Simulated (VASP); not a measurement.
Here is a VASP 6.6.1 calculation.

POSCAR

```
Sn
1.0
   -1.8946518192      1.8946518192      1.8946518192
    1.8946518192     -1.8946518192      1.8946518192
    1.8946518192      1.8946518192     -1.8946518192
Sn
1
Direct
    0.0000000000      0.0000000000      0.0000000000
```

File INCAR.step1:

```
SYSTEM = Sn
PREC     = Accurate       ! precision mode
ENCUT    = 600            ! plane-wave cutoff, eV
EDIFF    = 1E-5           ! SCF threshold, eV
ISMEAR   = -1             ! smearing method
SIGMA    = 0.05           ! smearing width, eV
LREAL    = .False.        ! projectors in reciprocal space
LASPH    = .True.         ! aspherical terms in the spheres
NELM     = 100            ! most SCF steps
ALGO     = Normal         ! electronic algorithm
LWAVE    = .True.         ! write WAVECAR
LCHARG   = .False.        ! write CHGCAR
GGA      = PE             ! functional
NBANDS   = 13             ! bands
```

Contents of INCAR.step2:

```
SYSTEM = Sn
PREC     = Accurate       ! precision mode
ENCUT    = 600            ! plane-wave cutoff, eV
EDIFF    = 1E-7           ! SCF threshold, eV
ISMEAR   = -1             ! smearing method
SIGMA    = 0.05           ! smearing width, eV
LREAL    = .False.        ! projectors in reciprocal space
LASPH    = .True.         ! aspherical terms in the spheres
NELM     = 100            ! most SCF steps
ALGO     = Normal         ! electronic algorithm
ISIF     = 3              ! what is computed and relaxed
LWAVE    = .False.        ! write WAVECAR
LCHARG   = .False.        ! write CHGCAR
GGA      = PE             ! functional
LHFCALC  = .True.         ! exact exchange
AEXX     = 0.25           ! exact-exchange fraction
PRECFOCK = Normal       
IBRION   = 2              ! ionic algorithm
NSW      = 60             ! ionic steps
EDIFFG   = -0.01          ! ionic threshold
ISTART   = 1
```

Contents of KPOINTS:

```
regular mesh
0
Gamma
  5 5 5
  0 0 0
```

Potentials or basis: VASP PAW PBE potentials, release 64 (Sn_d).

Launch:

```console
$ cat potpaw_PBE.64/Sn_d/POTCAR > POTCAR
$ cp INCAR.step1 INCAR
$ mpirun -np 1 vasp_std > vasp.out
$ cp INCAR.step2 INCAR
$ mpirun -np 1 vasp_std > vasp.out
```

Question: Predict the relaxed cell.

Answer: a = 3.320 Å, b = 3.320 Å, c = 3.320 Å, α = 109.47°, β = 109.47°, γ = 109.47°.

Question: What does it give for the band gap on the k mesh?

Answer: Zero (bands 7 and 8 overlap by 11.35 eV).

Question: Predict the space group after relaxing (to 0.1 Å).

Answer: Im-3m (No. 229).

Question: What does it give for the relaxed volume?

Answer: 28.16 Å³/atom.

Step by step:
```
step  energy change (eV)  largest force (eV/Å)  pressure (GPa)  volume (Å³)
   1              0.0000                0.0000            1.65        27.20
   2             -0.0046                0.0000           -0.23        28.32
   3             -0.0047                0.0000            0.05        28.16
```

Caveat: the k points lie up to 0.46 Å⁻¹ apart in the final cell, too coarse for converged energies and pressures of a metal; the PAW data sets were made with another functional, which shifts forces and pressure a little; spin-orbit coupling is left out, which moves the levels of the heavy elements.
